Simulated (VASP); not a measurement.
Zr, 1 atom in the cell. Symmetry: Fm-3m, No. 225, cubic system. Conventional cell: a = 4.524 Å, b = 4.524 Å, c = 4.524 Å, α = 90.00°, β = 90.00°, γ = 90.00°. Zr (site symmetry m-3m) has 12 Zr at 3.20 Å within 4.2 Å. 

- Program: VASP 6.6.1
- Task: single point
- Functional: PBE
- Potentials or basis: VASP PAW PBE potentials, release 64 (Zr_sv)
- Cutoff: 500 eV
- k mesh: 8 × 8 × 8
- Occupations: gaussian, width 0.05 eV
- Spin: no spin polarisation
- Dipole correction: no
- Further INCAR settings: ALGO = Normal; EDIFF = 1e-06; NBANDS = 12

Potentials or basis: VASP PAW PBE potentials, release 64 (Zr_sv).

The run is started by

```sh
$ cat potpaw_PBE.64/Zr_sv/POTCAR > POTCAR
$ mpirun -np 1 vasp_std > vasp.out
```

Hardware: 1 thread of Intel(R) Xeon(R) 6975P-C (Granite Rapids), on a shared host.

Q: Estimate the wall time of this run.

A: It took 4.8 s on 1 thread of Intel(R) Xeon(R) 6975P-C (Granite Rapids), on a shared host, peak memory 0.13 GiB. Counts: scf iterations 12, k points 29.
